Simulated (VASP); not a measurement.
A run of VASP 6.6.1 is set up as follows.

POSCAR

```
Rh
1.0
    0.0000000000      1.9015500000      1.9015500000
    1.9015500000      0.0000000000      1.9015500000
    1.9015500000      1.9015500000      0.0000000000
Rh
1
Direct
    0.0000000000      0.0000000000      0.0000000000
```

Contents of INCAR.step1:

```
SYSTEM = Rh
PREC = Accurate
ENCUT = 550
ISMEAR = -1
SIGMA = 0.05
LREAL = .False.
LASPH = .True.
NELM = 200
ISPIN = 2
MAGMOM = 1
LMAXMIX = 4
GGA = PE
ALGO = Normal
EDIFF = 1E-5
LWAVE = .True.
LCHARG = .False.
GGA_COMPAT = .False.
IBRION = 2
ISIF = 3
EDIFFG = -0.005
NELMIN = 4
NSW = 100
```

INCAR.step2

```
SYSTEM = Rh
PREC = Accurate
ENCUT = 550
EDIFF = 1E-7
ISMEAR = -1
SIGMA = 0.05
LREAL = .False.
LASPH = .True.
NELM = 200
ALGO = Normal
ISIF = 3
LWAVE = .False.
LCHARG = .False.
ISPIN = 2
MAGMOM = 1
LORBIT = 11
LMAXMIX = 4
METAGGA = R2SCAN
LMIXTAU = .True.
IBRION = 2
NSW = 80
EDIFFG = -0.01
ISTART = 1
GGA_COMPAT = .False.
NELMIN = 4
```

File KPOINTS:

```
Automatic mesh
0
Gamma
  14 14 14
  0 0 0
```

Potentials or basis: VASP PAW PBE potentials, release 64 (Rh_pv).

The run is started by

```console
$ cat potpaw_PBE.64/Rh_pv/POTCAR > POTCAR
$ cp INCAR.step1 INCAR
$ mpirun -np 1 vasp_std > vasp.out
$ cp INCAR.step2 INCAR
$ mpirun -np 1 vasp_std > vasp.out
```

(1) Estimate the net moment.

(2) Estimate the relaxed volume.

(3) Predict the relaxed cell.

(4) What does it give for the space group after relaxing (to 0.1 Å)?

Answers

(1) 0.00 μB per cell.

(2) 13.78 Å³/atom.

(3) a = 2.691 Å, b = 2.691 Å, c = 2.691 Å, α = 60.00°, β = 60.00°, γ = 60.00°.

(4) Fm-3m (No. 225).

Caveat: the PAW data sets were made with another functional, which shifts forces and pressure a little.
